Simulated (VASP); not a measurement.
## SiC: single point with PBE

The system is SiC.

```
Si C
1.0
     0.00000    1.96819    1.96819
     1.96819    0.00000    1.96819
     1.96819    1.96819    0.00000
Si C
1 1
Direct
  0.00000 0.00000 0.00000
  0.25000 0.25000 0.25000
```

| Property | Result |
| --- | --- |
| Program | VASP 6.6.1 |
| Task | single point |
| Functional | PBE |
| Potentials or basis | VASP PAW PBE potentials, release 64 (Si, C) |
| Cutoff | 600 eV |
| k mesh | 16 × 16 × 16 |
| Occupations | gaussian, width 0.02 eV |
| Spin | no spin polarisation |

```yaml
Pressure: 124.5 GPa
Band_gap_on_the_k_mesh: 1.01 eV (least direct gap 4.76 eV)
```

Levels at points of the mesh, in eV from the valence-band top:
```csv
k point,band 1,band 2,band 3,band 4,band 5,band 6,band 7,band 8
"(0.00, 0.00, 0.00)",-17.99,0.00,0.00,0.00,9.80,9.80,9.80,9.94
"(0.50, 0.00, 0.00)",-13.14,-10.39,-1.08,-1.08,8.43,8.58,8.58,11.81
"(0.50, 0.50, 0.00)",-11.36,-8.92,-3.75,-3.75,1.01,5.57,17.86,17.86
```

It took 20 s on 1 thread of Intel Xeon 8259CL, on a shared host, peak memory 0.15 GiB.

Caveat: the cell stands under pressure. A k mesh can miss the band edges.
